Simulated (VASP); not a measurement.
# NbSnSe4 (P2/m) in VASP: single point with PBE

Aim: the single point of NbSnSe4 with PBE.

Everything below comes from runs of VASP 6.6.1. Logs are shortened: lines on timing, memory, paths and dates and some standing lists are left out, and cuts for length are marked.

**1. The cell of the first run**

It takes space group P2/m (No. 10, monoclinic). The conventional cell has a = 6.460 Å, b = 3.829 Å, c = 6.775 Å, α = 90.00°, β = 90.11°, γ = 90.00°. Within 3.4 Å of Nb (site symmetry 2/m) lie 6 Se at 2.58 to 2.65 Å. Sn (site symmetry 2/m) has 6 Se at 2.78 to 2.79 Å within 3.7 Å. Se (site symmetry m) has 1 Nb at 2.58 Å and 2 Sn at 2.79 Å within 3.4 Å. Se (site symmetry m) has 2 Nb at 2.65 Å and 1 Sn at 2.78 Å within 3.5 Å.

**2. Single point, PBE**

Contents of INCAR:

```
PREC = Accurate ; ENCUT = 500
EDIFF = 1E-6 ; ISMEAR = 0
SIGMA = 0.15 ; LREAL = F
LASPH = T ; NELM = 120
ALGO = Normal ; ISIF = 2
LWAVE = F ; LCHARG = F
GGA = PE ; NBANDS = 34
GGA_COMPAT = F
```

Contents of KPOINTS:

```
Automatic mesh
0
Gamma
  2 3 2
```

Contents of POSCAR:

```
NbSnSe4
1.0
    6.7753889893      0.0000000000      0.0062637429
    0.0000000000      3.8291214768      0.0000000000
    0.0063230212      0.0000000000      6.4603027279
Nb Sn Se
1 1 4
Direct
    0.0000000000      0.0000000000      0.0000000000
    0.5000000000      0.5000000000      0.0000000000
    0.6954251781      0.0000000000      0.7621766567
    0.3045748219      0.0000000000      0.2378233433
    0.1554977004      0.5000000000      0.7668309928
    0.8445022996      0.5000000000      0.2331690072
```

Potentials or basis: VASP PAW PBE potentials, release 64 (Nb_sv, Sn_d, Se).

Started as:

```
$ cat potpaw_PBE.64/Nb_sv/POTCAR potpaw_PBE.64/Sn_d/POTCAR potpaw_PBE.64/Se/POTCAR > POTCAR
$ mpirun -np 1 vasp_std > vasp.out
```

OUTCAR:

```text
PREC = Accurate
   ENCUT = 500
   EDIFF = 1E-6
   ISMEAR = 0
   LREAL = F
   LASPH = T
   NELM = 120
   ISIF = 2
   GGA = PE

 ion  position               nearest neighbor table
   1  0.000  0.000  0.000-   3 2.58   4 2.58   5 2.65   6 2.65   5 2.65   6 2.65
   2  0.500  0.500  0.000-   5 2.78   6 2.78   3 2.79   4 2.79   3 2.79   4 2.79
   3  0.695  0.000  0.762-   1 2.58   2 2.79   2 2.79
   4  0.305  0.000  0.238-   1 2.58   2 2.79   2 2.79
   5  0.155  0.500  0.767-   1 2.65   1 2.65   2 2.78
   6  0.845  0.500  0.233-   1 2.65   1 2.65   2 2.78

  LATTYP: Found a simple monoclinic cell.
 ALAT       =     6.4603058222
 B/A-ratio  =     0.5927152030
 C/A-ratio  =     1.0487726233
 COS(beta)  =    -0.0019032329

  Lattice vectors:

 A1 = (   0.0063230212,   0.0000000000,   6.4603027279)
 A2 = (   0.0000000000,   3.8291214768,   0.0000000000)
 A3 = (  -6.7753889893,   0.0000000000,  -0.0062637429)

Analysis of symmetry for initial positions (statically):
=====================================================================
 Subroutine PRICEL returns:
 Original cell was already a primitive cell.

 Routine SETGRP: Setting up the symmetry group for a
 simple monoclinic supercell.

 Subroutine GETGRP returns: Found  4 space group operations
 (whereof  4 operations were pure point group operations)
 out of a pool of  4 trial point group operations.

The static configuration has the point symmetry C_2h.

Analysis of symmetry for dynamics (positions and initial velocities):
=====================================================================
 Subroutine PRICEL returns:
 Original cell was already a primitive cell.

 Routine SETGRP: Setting up the symmetry group for a
 simple monoclinic supercell.

 Subroutine GETGRP returns: Found  4 space group operations
 (whereof  4 operations were pure point group operations)
 out of a pool of  4 trial point group operations.

The dynamic configuration has the point symmetry C_2h.

 Subroutine INISYM returns: Found  4 space group operations
 (whereof  4 operations are pure point group operations),
 and found     1 'primitive' translations

----------------------------------------------------------------------------------------

                                     Primitive cell

  volume of cell :     167.6046

  direct lattice vectors                    reciprocal lattice vectors
     6.775388989  0.000000000  0.006263743     0.147593135  0.000000000 -0.000144457
     0.000000000  3.829121477  0.000000000     0.000000000  0.261156510  0.000000000
     0.006323021  0.000000000  6.460302728    -0.000143102  0.000000000  0.154791648

  length of vectors
     6.775391885  3.829121477  6.460305822     0.147593206  0.261156510  0.154791714

  position of ions in fractional coordinates (direct lattice)
     0.000000000  0.000000000  0.000000000
     0.500000000  0.500000000  0.000000000
     0.695425178  0.000000000  0.762176657
     0.304574822  0.000000000  0.237823343
     0.155497700  0.500000000  0.766830993
     0.844502300  0.500000000  0.233169007

  ion indices of the primitive-cell ions
   primitive index   ion index
                 1           1
                 2           2
                 3           3
                 4           4
                 5           5
                 6           6

----------------------------------------------------------------------------------------

 KPOINTS: Automatic mesh

Automatic generation of k-mesh.
 Grid dimensions read from file:
 generate k-points for:    2    3    2

 Generating k-lattice:

  Cartesian coordinates                     Fractional coordinates (reciprocal lattice)
     0.073796568  0.000000000 -0.000072228     0.500000000  0.000000000  0.000000000
     0.000000000  0.087052170  0.000000000     0.000000000  0.333333333  0.000000000
    -0.000071551  0.000000000  0.077395824     0.000000000  0.000000000  0.500000000

  Length of vectors
     0.073796603  0.087052170  0.077395857

  Shift w.r.t. Gamma in fractional coordinates (k-lattice)
     0.000000000  0.000000000  0.000000000

 Subroutine IBZKPT returns following result:
 ===========================================

 Found      8 irreducible k-points:

 Following reciprocal coordinates:
            Coordinates               Weight
  0.000000  0.000000  0.000000      1.000000
  0.500000  0.000000  0.000000      1.000000
  0.000000  0.333333  0.000000      2.000000
  0.500000  0.333333  0.000000      2.000000
  0.000000  0.000000  0.500000      1.000000
  0.500000  0.000000  0.500000      1.000000
  0.000000  0.333333  0.500000      2.000000
  0.500000  0.333333  0.500000      2.000000
   k-points           NKPTS =      8   k-points in BZ     NKDIM =      8   number of bands    NBANDS=     34
   number of dos      NEDOS =    301   number of ions     NIONS =      6
   total plane-waves  NPLWV =  67200
   dimension x,y,z NGX =    50 NGY =   28 NGZ =   48
   dimension x,y,z NGXF=   100 NGYF=   56 NGZF=   96
   ions per type =               1   1   4
   NGX,Y,Z   is equivalent  to a cutoff of  12.27, 12.16, 12.35 a.u.
   NGXF,Y,Z  is equivalent  to a cutoff of  24.54, 24.31, 24.70 a.u.
 SYSTEM =  unknown system
   PREC   = accura    normal or accurate (medium, high low for compatibility)
   ISTART =      0    job   : 0-new  1-cont  2-samecut
   ICHARG =      2    charge: 1-file 2-atom 10-const
   ISPIN  =      1    spin polarized calculation?
   LNONCOLLINEAR =      F non collinear calculations
   LSORBIT =      F    spin-orbit coupling
   LASPH  =      T    aspherical Exc in radial PAW
   ENCUT  =  500.0 eV  36.75 Ry    6.06 a.u.  12.35  6.98 11.78*2*pi/ulx,y,z
   NELM   =    120;   NELMIN=  2; NELMDL= -5     # of ELM steps
   EDIFF  = 0.1E-05   stopping-criterion for ELM
   LREAL  =      F    real-space projection
   EDIFFG = 0.1E-04   stopping-criterion for IOM
   NSW    =      0    number of steps for IOM
   IBRION =     -1    ionic relax: 0-MD 1-quasi-New 2-CG
   NFREE  =      0    steps in history (QN), initial steepest desc. (CG)
   ISIF   =      2    stress and relaxation
   ISYM   =      2    0-nonsym 1-usesym 2-fastsym
   POTIM  = 0.5000    time-step for ionic-motion
   TEBEG  =    0.0;   TEEND  =   0.0 temperature during run
   PSTRESS=    0.0 pullay stress
   NELECT =      51.0000    total number of electrons
   NUPDOWN=      -1.0000    fix difference up-down
   EMIN   =  10.00;   EMAX   =-10.00  energy-range for DOS
   EFERMI =   0.00;   METHOD = LEGACY
   ISMEAR =     0;   SIGMA  =   0.15  broadening in eV -4-tet -1-fermi 0-gaus
   EFERMI_NEDOS =   21; number of points for ismear=-14 and -15
   IALGO  =     38    algorithm
   IMIX   =      4    mixing-type and parameters
     AMIX     =   0.40;   BMIX     =  1.00
     AMIX_MAG =   1.60;   BMIX_MAG =  1.00
  volume/ion in A,a.u.               =      27.93       188.51
  Fermi-wavevector in a.u.,A,eV,Ry     =   1.101124  2.080823 16.496714  1.212474
  Thomas-Fermi vector in A             =   2.237546
   LORBIT       =      0    0 simple, 1 ext, 2 COOP (PROOUT), +10 PAW based schemes
   GGA     = PE    functional components
   LHFCALC =     F    Hartree Fock is set to
   AEXX    =    0.0000 exact exchange contribution
   IVDW    =     0    specifies the selected vdW correction
   LEPSILON=     F    determine dielectric tensor
   LRPA    =     F    only Hartree local field effects (RPA)
 non-spin polarized calculation
 Gauss-broadening in eV      SIGMA  =   0.15
  energy-cutoff  :      500.00
  volume of cell :      167.60
 maximum number of plane-waves:      4288
 NGX is ok and might be reduce to    50
   NGX = 25   NGY = 13   NGZ = 23

 number of electron      51.0000002 magnetization

 Free energy of the ion-electron system (eV)
  ---------------------------------------------------
  ext. energy  EPLUGINS =         0.00000000
  ---------------------------------------------------
  free energy    TOTEN  =       -31.17612733 eV

  energy without entropy =      -31.13911978  energy(sigma->0) =      -31.15762355

 E-fermi :   3.3909     XC(G=0):  -9.0114

 val. band max:        3.3205211301   @ k =   0.5000   0.0000   0.0000
 cond. band min:       3.5066030693   @ k =   0.0000   0.3333   0.0000
 fundamental gap:      0.1860819391
 Fermi energy:         3.3909370593

 k-point     1 :       0.0000    0.0000    0.0000
  band No.  band energies     occupation
      1     -52.3964      2.00000
      2     -28.4947      2.00000
      3     -28.3548      2.00000
      4     -28.3437      2.00000
      5     -17.8468      2.00000
      6     -17.8225      2.00000
[... 26 lines left out ...]
     33       8.0448      0.00000
     34       8.1314      0.00000

 k-point     2 :       0.5000    0.0000    0.0000
  band No.  band energies     occupation
      1     -52.3964      2.00000
      2     -28.4947      2.00000
      3     -28.3548      2.00000
      4     -28.3438      2.00000
      5     -17.8466      2.00000
      6     -17.8224      2.00000
[... 26 lines left out ...]
     33       8.5170      0.00000
     34       8.7420      0.00000

 k-point     3 :       0.0000    0.3333    0.0000
  band No.  band energies     occupation
      1     -52.3944      2.00000
      2     -28.4855      2.00000
      3     -28.4024      2.00000
      4     -28.3403      2.00000
      5     -17.8507      2.00000
      6     -17.8239      2.00000
[... 26 lines left out ...]
     33       8.3975      0.00000
     34       8.9143      0.00000

 k-point     4 :       0.5000    0.3333    0.0000
  band No.  band energies     occupation
      1     -52.3944      2.00000
      2     -28.4855      2.00000
      3     -28.4024      2.00000
      4     -28.3403      2.00000
      5     -17.8511      2.00000
      6     -17.8240      2.00000
[... 26 lines left out ...]
     33       7.9598      0.00000
     34       8.8055      0.00000

 k-point     5 :       0.0000    0.0000    0.5000
  band No.  band energies     occupation
      1     -52.3964      2.00000
      2     -28.4947      2.00000
      3     -28.3548      2.00000
      4     -28.3437      2.00000
      5     -17.8469      2.00000
      6     -17.8225      2.00000
[... 26 lines left out ...]
     33       7.8716      0.00000
     34       8.1119      0.00000

 k-point     6 :       0.5000    0.0000    0.5000
  band No.  band energies     occupation
      1     -52.3964      2.00000
      2     -28.4947      2.00000
      3     -28.3548      2.00000
      4     -28.3438      2.00000
      5     -17.8467      2.00000
      6     -17.8224      2.00000
[... 26 lines left out ...]
     33       8.6122      0.00000
     34       8.7476      0.00000

 k-point     7 :       0.0000    0.3333    0.5000
  band No.  band energies     occupation
      1     -52.3944      2.00000
      2     -28.4855      2.00000
      3     -28.4024      2.00000
      4     -28.3403      2.00000
      5     -17.8507      2.00000
      6     -17.8240      2.00000
[... 26 lines left out ...]
     33       7.8887      0.00000
     34       8.6203      0.00000

 k-point     8 :       0.5000    0.3333    0.5000
  band No.  band energies     occupation
      1     -52.3944      2.00000
      2     -28.4855      2.00000
      3     -28.4024      2.00000
      4     -28.3403      2.00000
      5     -17.8511      2.00000
      6     -17.8240      2.00000
[... 26 lines left out ...]
     33       7.8116      0.00000
     34       8.9962      0.00000

------------------------ aborting loop because EDIFF is reached ----------------------------------------

  FORCE on cell =-STRESS in cart. coord.  units (eV):
  Direction    XX          YY          ZZ          XY          YZ          ZX
  --------------------------------------------------------------------------------------
  -------------------------------------------------------------------------------------
  Total       -0.2945480      0.0695234     -0.2391859      0.0000000      0.0000000     -0.0511783
  in kB       -2.8156641      0.6645931     -2.2864430      0.0000000      0.0000000     -0.4892275
  external PRESSURE =      -1.4791713 kB  Pullay stress =       0.0000000 kB

 VOLUME and BASIS-vectors are now :
 -----------------------------------------------------------------------------
  energy-cutoff  :      500.00
  volume of cell :      167.60
      direct lattice vectors                 reciprocal lattice vectors
     6.775388989  0.000000000  0.006263743     0.147593135  0.000000000 -0.000144457
     0.000000000  3.829121477  0.000000000     0.000000000  0.261156510  0.000000000
     0.006323021  0.000000000  6.460302728    -0.000143102  0.000000000  0.154791648

 POSITION                                       TOTAL-FORCE (eV/Angst)
 -----------------------------------------------------------------------------------
      0.00000      0.00000      0.00000         0.000000     -0.000000      0.000000
      3.38769      1.91456      0.00313         0.000000     -0.000000      0.000000
      4.71660      0.00000      4.92825         0.034548     -0.000000      0.038040
      2.06512      0.00000      1.53832        -0.034548     -0.000000     -0.038040
      1.05841      1.91456      4.95493         0.027729      0.000000      0.036521
      5.72331      1.91456      1.51163        -0.027729     -0.000000     -0.036521
 -----------------------------------------------------------------------------------
    total drift:                               -0.000000     -0.000000     -0.000000

  FREE ENERGIE OF THE ION-ELECTRON SYSTEM (eV)
  ---------------------------------------------------
  free  energy   TOTEN  =       -31.1761273276 eV

  energy  without entropy=      -31.1391197755  energy(sigma->0) =      -31.15762355
```

Run time: 55 s. Hardware: 1 thread of Intel Xeon 6975P-C, shared host; peak memory 0.26 GiB.

Results:

| Quantity | Value |
| --- | --- |
| Free energy | -31.1761 eV |
| Pressure | -0.1 GPa |
| Largest force | 0.051 eV/Å |

Forces in eV/Å, atoms in the order of the input:
```
Nb   0.000  0.000  0.000
Sn   0.000  0.000  0.000
Se   0.035  0.000  0.038
Se  -0.035  0.000 -0.038
Se   0.028  0.000  0.037
Se  -0.028  0.000 -0.037
```

Levels at points of the mesh, in eV from the Fermi level:
```csv
k point,band 22,band 23,band 24,band 25,band 26,band 27,band 28,band 29
"(0.00, 0.00, 0.00)",-1.23,-0.44,-0.21,-0.19,-0.10,0.25,1.50,1.99
"(0.50, 0.00, 0.00)",-1.17,-1.10,-0.13,-0.07,0.15,1.12,1.27,1.85
"(0.00, 0.00, 0.50)",-1.26,-1.05,-0.36,-0.26,-0.26,0.12,1.46,2.61
"(0.50, 0.00, 0.50)",-1.09,-1.04,-0.95,-0.24,0.13,1.14,1.40,1.80
```

Caveat: the k points lie up to 0.55 Å⁻¹ apart; spin-orbit coupling is left out, which moves the levels of the heavy elements; this functional lacks dispersion, which binds the layers, so the pressure and a relaxed spacing across them are unreliable.
